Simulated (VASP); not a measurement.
A run of VASP 6.6.1 is set up as follows.

The input POSCAR:

```
Mo
1.0
    2.5916985199      0.0000000000      0.0000000000
    0.0000000000      2.5916985199      0.0000000000
    0.0000000000      0.0000000000      2.5916985199
Mo
1
Direct
    0.0000000000      0.0000000000      0.0000000000
```

INCAR.step1

```
SYSTEM = Mo
PREC     = Accurate       ! precision mode
ENCUT    = 520            ! plane-wave cutoff, eV
ISMEAR   = 0              ! smearing method
SIGMA    = 0.1            ! smearing width, eV
LREAL    = .False.        ! projectors in reciprocal space
LASPH    = .True.         ! aspherical terms in the spheres
NELM     = 80             ! most SCF steps
NBANDS   = 13             ! bands
GGA      = PE             ! functional
ALGO     = Normal         ! electronic algorithm
EDIFF    = 1E-4           ! SCF threshold, eV
LWAVE    = .True.         ! write WAVECAR
LCHARG   = .False.        ! write CHGCAR
```

Contents of INCAR.step2:

```
SYSTEM = Mo
PREC     = Accurate       ! precision mode
ENCUT    = 520            ! plane-wave cutoff, eV
EDIFF    = 1E-6           ! SCF threshold, eV
ISMEAR   = 0              ! smearing method
SIGMA    = 0.1            ! smearing width, eV
LREAL    = .False.        ! projectors in reciprocal space
LASPH    = .True.         ! aspherical terms in the spheres
NELM     = 80             ! most SCF steps
ALGO     = Normal         ! electronic algorithm
ISIF     = 2              ! what is computed and relaxed
LWAVE    = .False.        ! write WAVECAR
LCHARG   = .False.        ! write CHGCAR
METAGGA  = R2SCAN         ! meta-GGA
LMIXTAU  = .True.       
NBANDS   = 13             ! bands
ISTART   = 1
```

Contents of KPOINTS:

```
Automatic mesh
0
Gamma
  16 16 16
  0 0 0
```

Potentials or basis: VASP PAW PBE potentials, release 64 (Mo_sv).

Run with:

```bash
$ cat potpaw_PBE.64/Mo_sv/POTCAR > POTCAR
$ cp INCAR.step1 INCAR
$ mpirun -np 1 vasp_std > vasp.out
$ cp INCAR.step2 INCAR
$ mpirun -np 1 vasp_std > vasp.out
```

Q: Estimate the band gap on the k mesh.

A: Zero (band 7 reaches 12.48 eV, above the bottom of band 8 at 9.75 eV).

Q: What does it give for the pressure?

A: 1.0 GPa.

Caveat: the PAW data sets were made with another functional, which shifts forces and pressure a little.
